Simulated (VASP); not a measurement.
A run of VASP 6.6.1 is set up as follows.

File INCAR:

```
SYSTEM = KTaO3
ALGO = Normal
EDIFF = 1E-7
ENCUT = 520
GGA = PE
ISIF = 2
ISMEAR = 0
LASPH = .True.
LCHARG = .False.
LREAL = .False.
LWAVE = .False.
NBANDS = 27
NELM = 80
PREC = Accurate
SIGMA = 0.05
```

The input KPOINTS:

```
k-points
0
Gamma
  8 8 8
  0 0 0
```

POSCAR

```
KTaO3
1.0
    4.3871300000      0.0000000000      0.0000000000
    0.0000000000      3.9883000000      0.0000000000
    0.0000000000      0.0000000000      3.9883000000
K Ta O
1 1 3
Direct
    0.5000000000      0.5000000000      0.5000000000
    0.0000000000      0.0000000000      0.0000000000
    0.5000000000      0.0000000000      0.0000000000
    0.0000000000      0.5000000000      0.0000000000
    0.0000000000      0.0000000000      0.5000000000
```

Potentials or basis: VASP PAW PBE potentials, release 64 (K_sv, Ta_pv, O).

Run with:

```sh
$ cat potpaw_PBE.64/K_sv/POTCAR potpaw_PBE.64/Ta_pv/POTCAR potpaw_PBE.64/O/POTCAR > POTCAR
$ mpirun -np 1 vasp_std > vasp.out
```

(1) What does it give for the band gap on the k mesh?

(2) Estimate the pressure.

Answers

(1) 1.82 eV (least direct gap 2.25 eV).

(2) -8.0 GPa.

Caveat: the cell differs from its parent crystal (strain +0.1000 x Voigt [1, 0, 0, 0, 0, 0]); the cell stands under tension; spin-orbit coupling is left out, which moves the levels of the heavy elements.
